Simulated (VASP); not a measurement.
## B: single point with r2SCAN

B:

```
CELL_PARAMETERS angstrom
2.44916 1.41402 4.17093
-2.44916 1.41402 4.17093
0.00000 -2.82804 4.17093
ATOMIC_POSITIONS crystal
B 0.00986 0.65442 0.00986
B 0.00986 0.00986 0.65442
B 0.65442 0.00986 0.00986
B 0.99014 0.34558 0.99014
B 0.34558 0.99014 0.99014
B 0.99014 0.99014 0.34558
B 0.22051 0.63176 0.22051
B 0.22051 0.22051 0.63176
B 0.63176 0.22051 0.22051
B 0.77949 0.36824 0.77949
B 0.36824 0.77949 0.77949
B 0.77949 0.77949 0.36824
```

```yaml
Program: VASP 6.6.1
Task: single point
Functional: r2SCAN
Potentials_or_basis: VASP PAW PBE potentials, release 64 (B)
Cutoff: 520 eV
k_mesh: 7 × 7 × 7
Occupations: fermi-dirac, width 0.01 eV
Spin: no spin polarisation
Dipole_correction: no
Further_INCAR_settings: ALGO = Normal; EDIFF = 1e-07; NBANDS = 30
```

```json
{
  "Pressure": "0.3 GPa",
  "Largest force": "0.022 eV/Å",
  "Band gap on the k mesh": "1.64 eV, indirect (least direct gap 2.05 eV)"
}
```

Forces in eV/Å, atoms in the order of the input:
```
B    0.013 -0.008 -0.011
B    0.000  0.015 -0.011
B   -0.013 -0.008 -0.011
B   -0.013  0.008  0.011
B    0.013  0.008  0.011
B    0.000 -0.015  0.011
B    0.018 -0.010  0.006
B    0.000  0.021  0.006
B   -0.018 -0.010  0.006
B   -0.018  0.010 -0.006
B    0.018  0.010 -0.006
B    0.000 -0.021 -0.006
```

Stress tensor (GPa, compression positive):
```
0.31 0.00 0.00
0.00 0.31 0.00
0.00 0.00 0.23
```

Levels at points of the mesh, in eV from the valence-band top:
```
           k point  band 16  band 17  band 18  band 19  band 20  band 21
(0.00, 0.00, 0.00)    -0.90    -0.90    -0.36     1.69     4.93     4.93
```

Run time: 5.8 min on 1 thread of Intel(R) Xeon(R) Platinum 8488C (Sapphire Rapids), on a shared host, peak memory 0.28 GiB.

Caveat: the PAW data sets were made with another functional, which shifts forces and pressure a little. r2SCAN opens gaps a little over a GGA but as a rule still falls short of measured ones.
